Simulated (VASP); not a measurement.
AgCl:

```
Ag Cl
1.0
     0.00000    2.73500    2.73500
     2.73500    0.00000    2.73500
     2.73500    2.73500    0.00000
Ag Cl
1 1
Direct
  0.00000 0.00000 0.00000
  0.50000 0.50000 0.50000
```

| Quantity | Value |
| --- | --- |
| Program | VASP 6.6.1 |
| Task | relaxation of cell and atoms |
| Functional | PBE |
| Potentials or basis | VASP PAW PBE potentials, release 64 (Ag, Cl) |
| Cutoff | 500 eV |
| k mesh | 8 × 8 × 8 |
| Occupations | gaussian, width 0.02 eV |
| Spin | no spin polarisation |

At the start: pressure 3.8 GPa; volume 20.46 Å³/atom.

Problem. How do energy, volume and symmetry change on relaxing?

Solution. Over 3 steps the energy falls by 17.1 meV/atom and the volume is 22.03 Å³/atom (+7.7 %); space group Fm-3m (No. 225, to 0.1 Å) before and after.

Step by step:
```tsv
step	energy change (eV)	largest force (eV/Å)	pressure (GPa)	volume (Å³)
1	0.0000	0.0000	3.79	40.92
2	-0.0342	0.0000	0.20	43.85
3	-0.0343	0.0000	-0.01	44.06
```

Final structure:
```
CELL_PARAMETERS angstrom
0.00000 2.80331 2.80331
2.80331 0.00000 2.80331
2.80331 2.80331 0.00000
ATOMIC_POSITIONS crystal
Ag 0.00000 0.00000 0.00000
Cl 0.50000 0.50000 0.50000
```
